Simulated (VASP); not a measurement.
# Os (P6_3/mmc) in VASP: notebook, part 2 of 2

VASP 6.6.1. Earlier steps stand in the parts before.

## Step 3: Single point, r2SCAN (13.59 Å³/atom)

This run uses another cell than the first one, of 13.59 Å³/atom.

Contents of POSCAR:

```
Os
1.0
    2.7072574962      0.0000000000      0.0000000000
   -1.3536287481      2.3445537663      0.0000000000
    0.0000000000      0.0000000000      4.2832219588
Os
2
Direct
    0.3333333333      0.6666666667      0.2500000000
    0.6666666667      0.3333333333      0.7500000000
```

Contents of INCAR.step1:

```
SYSTEM = Os
ALGO = Normal
EDIFF = 1E-5
ENCUT = 620
GGA = PE
GGA_COMPAT = .False.
ISMEAR = 0
LASPH = .True.
LCHARG = .False.
LREAL = .False.
LWAVE = .True.
NBANDS = 23
NELM = 120
PREC = Accurate
SIGMA = 0.1
```

Contents of INCAR.step2:

```
SYSTEM = Os
ALGO = Normal
EDIFF = 1E-6
ENCUT = 620
GGA_COMPAT = .False.
ISIF = 2
ISMEAR = 0
ISTART = 1
LASPH = .True.
LCHARG = .False.
LMIXTAU = .True.
LREAL = .False.
LWAVE = .False.
METAGGA = R2SCAN
NBANDS = 23
NELM = 120
PREC = Accurate
SIGMA = 0.1
```

Contents of KPOINTS:

```
k-points
0
Gamma
  18 18 10
  0 0 0
```

Potentials or basis: VASP PAW PBE potentials, release 64 (Os_sv_GW).

The run is started by

```
> cat potpaw_PBE.64/Os_sv_GW/POTCAR > POTCAR
> cp INCAR.step1 INCAR
> mpirun -np 1 vasp_std > vasp.out
> cp INCAR.step2 INCAR
> mpirun -np 1 vasp_std > vasp.out
```

OUTCAR:

```text
SYSTEM = Os
   EDIFF = 1E-6
   ENCUT = 620
   ISIF = 2
   ISMEAR = 0
   ISTART = 1
   LASPH = .True.
   LREAL = .False.
   METAGGA = R2SCAN
   NELM = 120
   PREC = Accurate

 ion  position               nearest neighbor table
   1  0.333  0.667  0.250-   2 2.65   2 2.65   2 2.65   2 2.65   2 2.65   2 2.65
   2  0.667  0.333  0.750-   1 2.65   1 2.65   1 2.65   1 2.65   1 2.65   1 2.65

  LATTYP: Found a hexagonal cell.
 ALAT       =     2.7072574962
 C/A-ratio  =     1.5821258099

  Lattice vectors:

 A1 = (   2.7072574962,   0.0000000000,   0.0000000000)
 A2 = (  -1.3536287481,   2.3445537663,   0.0000000000)
 A3 = (   0.0000000000,   0.0000000000,   4.2832219588)

Analysis of symmetry for initial positions (statically):
=====================================================================
 Subroutine PRICEL returns:
 Original cell was already a primitive cell.

 Routine SETGRP: Setting up the symmetry group for a
 hexagonal supercell.

 Subroutine GETGRP returns: Found 24 space group operations
 (whereof 12 operations were pure point group operations)
 out of a pool of 24 trial point group operations.

The static configuration has the point symmetry D_3d.
 The point group associated with its full space group is D_6h.
[... 160 lines left out ...]

  energy without entropy =     -108.14244438  energy(sigma->0) =     -108.14594401

 E-fermi :  14.1307     XC(G=0): -16.2278

 val. band max:       14.1274581915   @ k =   0.4444   0.1111   0.4000
 cond. band min:      14.1469202845   @ k =   0.3333   0.1667   0.3000
 fundamental gap:      0.0194620931
 Fermi energy:        14.1307367062

 k-point     1 :       0.0000    0.0000    0.0000
  band No.  band energies     occupation
      1     -74.6779      2.00000
      2     -74.5303      2.00000
      3     -34.1232      2.00000
      4     -33.0222      2.00000
      5     -33.0222      2.00000
      6     -32.8167      2.00000
[... 613 lines left out ...]
     22      25.1749      0.00000
     23      27.1329      0.00000

 [... further k-points ...]

------------------------ aborting loop because EDIFF is reached ----------------------------------------

  FORCE on cell =-STRESS in cart. coord.  units (eV):
  Direction    XX          YY          ZZ          XY          YZ          ZX
  --------------------------------------------------------------------------------------
  -------------------------------------------------------------------------------------
  Total        2.2507096      2.2507096      2.2538230      0.0000000     -0.0000000      0.0000000
  in kB      132.6385295    132.6385295    132.8220115      0.0000000     -0.0000000      0.0000000
  external PRESSURE =     132.6996901 kB  Pullay stress =       0.0000000 kB

 VOLUME and BASIS-vectors are now :
 -----------------------------------------------------------------------------
  energy-cutoff  :      620.00
  volume of cell :       27.19
      direct lattice vectors                 reciprocal lattice vectors
     2.707257496  0.000000000  0.000000000     0.369377498  0.213260198  0.000000000
    -1.353628748  2.344553766  0.000000000     0.000000000  0.426520396  0.000000000
     0.000000000  0.000000000  4.283221959     0.000000000  0.000000000  0.233469106

 POSITION                                       TOTAL-FORCE (eV/Angst)
 -----------------------------------------------------------------------------------
     -0.00000      1.56304      1.07081        -0.000000      0.000000      0.000000
      1.35363      0.78152      3.21242         0.000000     -0.000000      0.000000
 -----------------------------------------------------------------------------------
    total drift:                               -0.000000      0.000000     -0.000000

  FREE ENERGIE OF THE ION-ELECTRON SYSTEM (eV)
  ---------------------------------------------------
  free  energy   TOTEN  =      -108.1494436428 eV

  energy  without entropy=     -108.1424443779  energy(sigma->0) =     -108.14594401
```

OUTCAR.step1:

```text
SYSTEM = Os
   EDIFF = 1E-5
   ENCUT = 620
   GGA = PE
   ISMEAR = 0
   LASPH = .True.
   LREAL = .False.
[... 848 lines left out ...]
     -0.00000      1.56304      1.07081        -0.000000      0.000000      0.000000
      1.35363      0.78152      3.21242         0.000000     -0.000000      0.000000
 -----------------------------------------------------------------------------------
    total drift:                               -0.000000      0.000000     -0.000000

  FREE ENERGIE OF THE ION-ELECTRON SYSTEM (eV)
  ---------------------------------------------------
  free  energy   TOTEN  =       -24.6441168852 eV

  energy  without entropy=      -24.6368908167  energy(sigma->0) =      -24.64050385
```

Run time: 5.1 min. Hardware: 1 thread of Intel Xeon Platinum 8488C (Sapphire Rapids), shared host; peak memory 0.29 GiB.

Results:

```yaml
Free_energy: -108.1494 eV
Pressure: 13.3 GPa
Band_gap_on_the_k_mesh: zero (bands 16 and 17 overlap by 4.30 eV)
```

Levels at points of the mesh, in eV from the Fermi level:
```csv
k point,band 14,band 15,band 16,band 17,band 18,band 19
"(0.00, 0.00, 0.00)",-2.40,-2.40,-1.69,-1.69,-0.03,1.84
"(0.50, 0.00, 0.00)",-2.81,-2.02,2.25,2.86,2.97,4.82
"(0.00, 0.00, 0.50)",-3.51,-3.51,-3.51,0.98,0.98,0.98
"(0.50, 0.00, 0.50)",-1.31,-0.20,-0.20,2.62,2.62,3.57
```

Caveat: the cell stands under pressure; the PAW data sets were made with another functional, which shifts forces and pressure a little; spin-orbit coupling is left out, which moves the levels of the heavy elements.
